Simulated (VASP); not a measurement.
# W (R-3m) in VASP: single point with r2SCAN

Aim: the single point of W with r2SCAN.

Everything below comes from runs of VASP 6.6.1. Logs are shortened: lines on timing, memory, paths and dates and some standing lists are left out, and cuts for length are marked.

### 1 The cell of the first run

Symmetry: R-3m, No. 166, trigonal system. The conventional cell has a = 2.773 Å, b = 2.773 Å, c = 7.330 Å, α = 90.00°, β = 90.00°, γ = 120.00°. W (site symmetry -3m) has 12 W at 2.77 to 2.92 Å within 3.7 Å.

### 2 Single point, r2SCAN

POSCAR reads:

```
W
1.0
    2.7729787863      0.0000000000      0.0000000000
   -1.3864893931      2.4014700731      0.0000000000
    0.0000000000      0.0000000000      7.3299495356
W
3
Direct
    0.0000000000      0.0000000000      0.0000000000
    0.3333333333      0.6666666667      0.3333333333
    0.6666666667      0.3333333333      0.6666666667
```

INCAR.step1 reads:

```
PREC = Accurate
ENCUT = 520
ISMEAR = 0
SIGMA = 0.1
LREAL = F
LASPH = T
NELM = 80
NBANDS = 28
GGA = PE
ALGO = Normal
EDIFF = 1E-4
LWAVE = T
LCHARG = F
```

INCAR.step2 reads:

```
PREC = Accurate
ENCUT = 520
EDIFF = 1E-6
ISMEAR = 0
SIGMA = 0.1
LREAL = F
LASPH = T
NELM = 80
ALGO = Normal
ISIF = 2
LWAVE = F
LCHARG = F
METAGGA = R2SCAN
LMIXTAU = T
NBANDS = 28
ISTART = 1
```

KPOINTS reads:

```
Automatic mesh
0
Gamma
  18 18 7
```

Potentials or basis: VASP PAW PBE potentials, release 64 (W_sv).

Run with:

```
cat potpaw_PBE.64/W_sv/POTCAR > POTCAR
cp INCAR.step1 INCAR
mpirun -np 1 vasp_std > vasp.out
cp INCAR.step2 INCAR
mpirun -np 1 vasp_std > vasp.out
```

OUTCAR:

```text
PREC = Accurate
   ENCUT = 520
   EDIFF = 1E-6
   ISMEAR = 0
   LREAL = F
   LASPH = T
   NELM = 80
   ISIF = 2
   METAGGA = R2SCAN
   ISTART = 1

 ion  position               nearest neighbor table
   1  0.000  0.000  0.000-   2 2.92   3 2.92   2 2.92   3 2.92   3 2.92   2 2.92
   2  0.333  0.667  0.333-   1 2.92   1 2.92   1 2.92   3 2.92   3 2.92   3 2.92
   3  0.667  0.333  0.667-   1 2.92   1 2.92   1 2.92   2 2.92   2 2.92   2 2.92

  LATTYP: Found a hexagonal cell.
 ALAT       =     2.7729787863
 C/A-ratio  =     2.6433485794

  Lattice vectors:

 A1 = (   2.7729787863,   0.0000000000,   0.0000000000)
 A2 = (  -1.3864893931,   2.4014700731,   0.0000000000)
 A3 = (   0.0000000000,   0.0000000000,   7.3299495356)

Analysis of symmetry for initial positions (statically):
=====================================================================
 Subroutine PRICEL returns following result:

  LATTYP: Found a trigonal (rhomboedric) cell.
 ALAT       =     2.9211183974
 COS(alpha) =     0.5494273993

  Lattice vectors:

 A1 = (   1.3864893930,  -0.8004900243,   2.4433165116)
 A2 = (  -0.0000000001,   1.6009800488,   2.4433165116)
 A3 = (  -1.3864893929,  -0.8004900245,   2.4433165124)

   3 primitive cells build up your supercell.

 Routine SETGRP: Setting up the symmetry group for a
 hexagonal supercell.

 Subroutine GETGRP returns: Found 12 space group operations
 (whereof 12 operations were pure point group operations)
 out of a pool of 24 trial point group operations.

The static configuration has the point symmetry D_3d.

Analysis of symmetry for dynamics (positions and initial velocities):
=====================================================================
 Subroutine PRICEL returns following result:

  LATTYP: Found a trigonal (rhomboedric) cell.
 ALAT       =     2.9211183974
 COS(alpha) =     0.5494273993

  Lattice vectors:

 A1 = (   1.3864893930,  -0.8004900243,   2.4433165116)
 A2 = (  -0.0000000001,   1.6009800488,   2.4433165116)
 A3 = (  -1.3864893929,  -0.8004900245,   2.4433165124)

   3 primitive cells build up your supercell.

 Routine SETGRP: Setting up the symmetry group for a
 hexagonal supercell.

 Subroutine GETGRP returns: Found 12 space group operations
 (whereof 12 operations were pure point group operations)
 out of a pool of 24 trial point group operations.

The dynamic configuration has the point symmetry D_3d.

 Subroutine INISYM returns: Found 12 space group operations
 (whereof 12 operations are pure point group operations),
 and found     3 'primitive' translations

----------------------------------------------------------------------------------------

                                     Primitive cell

  volume of cell :      16.2706

  direct lattice vectors                    reciprocal lattice vectors
     1.386489393 -0.800490024  2.443316512     0.360623026 -0.208205801  0.136426587
    -0.000000000  1.600980049  2.443316512     0.000000000  0.416411602  0.136426587
    -1.386489393 -0.800490025  2.443316512    -0.360623026 -0.208205801  0.136426587

  length of vectors
     2.921118397  2.921118398  2.921118398     0.438190411  0.438190411  0.438190411

  position of ions in fractional coordinates (direct lattice)
     0.000000000  0.000000000  0.000000000

  ion indices of the primitive-cell ions
   primitive index   ion index
                 1           1

----------------------------------------------------------------------------------------

 KPOINTS: Automatic mesh

Automatic generation of k-mesh.
 Grid dimensions read from file:
 generate k-points for:   18   18    7

 Generating k-lattice:

  Cartesian coordinates                     Fractional coordinates (reciprocal lattice)
     0.020034613  0.011566989  0.000000000     0.055555556  0.000000000  0.000000000
     0.000000000  0.023133978  0.000000000     0.000000000  0.055555556  0.000000000
     0.000000000  0.000000000  0.019489512     0.000000000  0.000000000  0.142857143

  Length of vectors
     0.023133978  0.023133978  0.019489512

  Shift w.r.t. Gamma in fractional coordinates (k-lattice)
     0.000000000  0.000000000  0.000000000

 Subroutine IBZKPT returns following result:
 ===========================================

 Found    229 irreducible k-points:

 Following reciprocal coordinates:
            Coordinates               Weight
  0.000000  0.000000  0.000000      1.000000
  0.055556  0.000000  0.000000      6.000000
  0.111111  0.000000  0.000000      6.000000
  0.166667  0.000000  0.000000      6.000000
  0.222222 -0.000000  0.000000      6.000000
  0.277778 -0.000000  0.000000      6.000000
[... 16 lines left out ...]
  0.333333  0.111111  0.000000     12.000000
  0.388889  0.111111  0.000000     12.000000
 [... further k-points ...]
   k-points           NKPTS =    229   k-points in BZ     NKDIM =    229   number of bands    NBANDS=     28
   number of dos      NEDOS =    301   number of ions     NIONS =      3
   total plane-waves  NPLWV =  32256
   dimension x,y,z NGX =    24 NGY =   24 NGZ =   56
   dimension x,y,z NGXF=    48 NGYF=   48 NGZF=  112
   ions per type =               3
   NGX,Y,Z   is equivalent  to a cutoff of  14.39, 14.39, 12.70 a.u.
   NGXF,Y,Z  is equivalent  to a cutoff of  28.78, 28.78, 25.40 a.u.
 SYSTEM =  unknown system
   PREC   = accura    normal or accurate (medium, high low for compatibility)
   ISTART =      1    job   : 0-new  1-cont  2-samecut
   ICHARG =      0    charge: 1-file 2-atom 10-const
   ISPIN  =      1    spin polarized calculation?
   LNONCOLLINEAR =      F non collinear calculations
   LSORBIT =      F    spin-orbit coupling
   LASPH  =      T    aspherical Exc in radial PAW
   ENCUT  =  520.0 eV  38.22 Ry    6.18 a.u.   5.16  5.16 13.63*2*pi/ulx,y,z
   NELM   =     80;   NELMIN=  2; NELMDL=  0     # of ELM steps
   EDIFF  = 0.1E-05   stopping-criterion for ELM
   LREAL  =      F    real-space projection
   EDIFFG = 0.1E-04   stopping-criterion for IOM
   NSW    =      0    number of steps for IOM
   IBRION =     -1    ionic relax: 0-MD 1-quasi-New 2-CG
   NFREE  =      0    steps in history (QN), initial steepest desc. (CG)
   ISIF   =      2    stress and relaxation
   ISYM   =      2    0-nonsym 1-usesym 2-fastsym
   POTIM  = 0.5000    time-step for ionic-motion
   TEBEG  =    0.0;   TEEND  =   0.0 temperature during run
   PSTRESS=    0.0 pullay stress
   NELECT =      42.0000    total number of electrons
   NUPDOWN=      -1.0000    fix difference up-down
   EMIN   =  10.00;   EMAX   =-10.00  energy-range for DOS
   EFERMI =   0.00;   METHOD = LEGACY
   ISMEAR =     0;   SIGMA  =   0.10  broadening in eV -4-tet -1-fermi 0-gaus
   EFERMI_NEDOS =   21; number of points for ismear=-14 and -15
   IALGO  =     38    algorithm
   IMIX   =      4    mixing-type and parameters
     AMIX     =   0.40;   BMIX     =  1.00
     AMIX_MAG =   1.60;   BMIX_MAG =  1.00
  volume/ion in A,a.u.               =      16.27       109.80
  Fermi-wavevector in a.u.,A,eV,Ry     =   1.557099  2.942491 32.988125  2.424559
  Thomas-Fermi vector in A             =   2.660799
   LORBIT       =      0    0 simple, 1 ext, 2 COOP (PROOUT), +10 PAW based schemes
   METAGGA = R2SCAN    functional components
   LHFCALC =     F    Hartree Fock is set to
   AEXX    =    0.0000 exact exchange contribution
   IVDW    =     0    specifies the selected vdW correction
   LEPSILON=     F    determine dielectric tensor
   LRPA    =     F    only Hartree local field effects (RPA)
 non-spin polarized calculation
 Gauss-broadening in eV      SIGMA  =   0.10
  energy-cutoff  :      520.00
  volume of cell :       48.81
 maximum number of plane-waves:      1329
 NGX is ok and might be reduce to    24
   NGX = 11   NGY = 11   NGZ = 27

 number of electron      41.9999998 magnetization

 Free energy of the ion-electron system (eV)
  ---------------------------------------------------
  ext. energy  EPLUGINS =         0.00000000
  ---------------------------------------------------
  free energy    TOTEN  =      -152.47165714 eV

  energy without entropy =     -152.45937289  energy(sigma->0) =     -152.46551501

 E-fermi :  10.5823     XC(G=0): -14.7740

 val. band max:       10.5804517185   @ k =  -0.0556   0.4444   0.4286
 cond. band min:      10.5828848285   @ k =  -0.0556   0.4444   0.4286
 fundamental gap:      0.0024331100
 Fermi energy:        10.5823012740

 k-point     1 :       0.0000    0.0000    0.0000
  band No.  band energies     occupation
      1     -65.1423      2.00000
      2     -65.0759      2.00000
      3     -65.0759      2.00000
      4     -29.0228      2.00000
      5     -29.0228      2.00000
      6     -28.2328      2.00000
[... 20 lines left out ...]
     27      14.5558      0.00000
     28      14.5558      0.00000

 k-point     2 :       0.0556    0.0000    0.0000
  band No.  band energies     occupation
      1     -65.1383      2.00000
      2     -65.0728      2.00000
      3     -65.0727      2.00000
      4     -29.0159      2.00000
      5     -29.0153      2.00000
      6     -28.2346      2.00000
[... 20 lines left out ...]
     27      14.1321      0.00000
     28      14.2776      0.00000

 k-point     3 :       0.1111    0.0000    0.0000
  band No.  band energies     occupation
      1     -65.1267      2.00000
      2     -65.0639      2.00000
      3     -65.0636      2.00000
      4     -28.9977      2.00000
      5     -28.9932      2.00000
      6     -28.2410      2.00000
[... 20 lines left out ...]
     27      13.6881      0.00000
     28      14.2632      0.00000

 k-point     4 :       0.1667    0.0000    0.0000
  band No.  band energies     occupation
      1     -65.1087      2.00000
      2     -65.0505      2.00000
      3     -65.0496      2.00000
      4     -28.9753      2.00000
      5     -28.9601      2.00000
      6     -28.3671      2.00000
[... 20 lines left out ...]
     27      13.3355      0.00000
     28      14.4670      0.00000

 k-point     5 :       0.2222   -0.0000    0.0000
  band No.  band energies     occupation
      1     -65.0862      2.00000
      2     -65.0345      2.00000
      3     -65.0322      2.00000
      4     -28.9635      2.00000
      5     -28.9289      2.00000
      6     -28.5421      2.00000
[... 20 lines left out ...]
     27      13.5513      0.00000
     28      14.8035      0.00000

 k-point     6 :       0.2778   -0.0000    0.0000
  band No.  band energies     occupation
      1     -65.0617      2.00000
      2     -65.0180      2.00000
      3     -65.0137      2.00000
      4     -28.9891      2.00000
      5     -28.9471      2.00000
      6     -28.7437      2.00000
[... 463 lines left out ...]
      5     -28.9568      2.00000
      6     -28.7660      2.00000
[... 20 lines left out ...]
     27      14.2857      0.00000
     28      14.8087      0.00000

 k-point    22 :       0.2778    0.1111    0.0000
  band No.  band energies     occupation
      1     -65.0313      2.00000
      2     -64.9982      2.00000
      3     -64.9928      2.00000
      4     -29.0552      2.00000
      5     -29.0496      2.00000
      6     -28.9470      2.00000
[... 20 lines left out ...]
     27      15.1093      0.00000
     28      15.8390      0.00000

 k-point    23 :       0.3333    0.1111    0.0000
  band No.  band energies     occupation
      1     -65.0112      2.00000
      2     -64.9885      2.00000
      3     -64.9794      2.00000
      4     -29.1534      2.00000
      5     -29.1411      2.00000
      6     -29.0947      2.00000
[... 20 lines left out ...]
     27      15.8950      0.00000
     28      16.8620      0.00000

 k-point    24 :       0.3889    0.1111    0.0000
  band No.  band energies     occupation
      1     -64.9959      2.00000
      2     -64.9844      2.00000
      3     -64.9707      2.00000
      4     -29.2221      2.00000
      5     -29.2040      2.00000
      6     -29.1947      2.00000
[... 20 lines left out ...]
     27      16.1130      0.00000
     28      17.6968      0.00000

 [... further k-points ...]
[... 5 lines left out ...]
  --------------------------------------------------------------------------------------
  -------------------------------------------------------------------------------------
  Total        0.3459309      0.3459309      0.3261052      0.0000000     -0.0000000     -0.0000000
  in kB       11.3546878     11.3546878     10.7039377      0.0000000     -0.0000000     -0.0000000
  external PRESSURE =      11.1377711 kB  Pullay stress =       0.0000000 kB

 VOLUME and BASIS-vectors are now :
 -----------------------------------------------------------------------------
  energy-cutoff  :      520.00
  volume of cell :       48.81
      direct lattice vectors                 reciprocal lattice vectors
     2.772978786  0.000000000  0.000000000     0.360623026  0.208205801  0.000000000
    -1.386489393  2.401470073  0.000000000     0.000000000  0.416411602  0.000000000
     0.000000000  0.000000000  7.329949536     0.000000000  0.000000000  0.136426587

 POSITION                                       TOTAL-FORCE (eV/Angst)
 -----------------------------------------------------------------------------------
      0.00000      0.00000      0.00000         0.000000      0.000000     -0.000000
     -0.00000      1.60098      2.44332         0.000000      0.000000     -0.000000
      1.38649      0.80049      4.88663        -0.000000     -0.000000      0.000000
 -----------------------------------------------------------------------------------
    total drift:                               -0.000000      0.000000      0.000000

  FREE ENERGIE OF THE ION-ELECTRON SYSTEM (eV)
  ---------------------------------------------------
  free  energy   TOTEN  =      -152.4716571370 eV

  energy  without entropy=     -152.4593728880  energy(sigma->0) =     -152.46551501
```

Wall time 21 min (1 thread of Intel Xeon 8259CL, shared host); peak memory 0.36 GiB.

What came out:

| Item | Value |
| --- | --- |
| Free energy | -152.4717 eV |
| Pressure | 1.1 GPa |
| Band gap on the k mesh | zero (bands 21 and 22 overlap by 1.41 eV) |

Caveat: the PAW data sets were made with another functional, which shifts forces and pressure a little; spin-orbit coupling is left out, which moves the levels of the heavy elements.
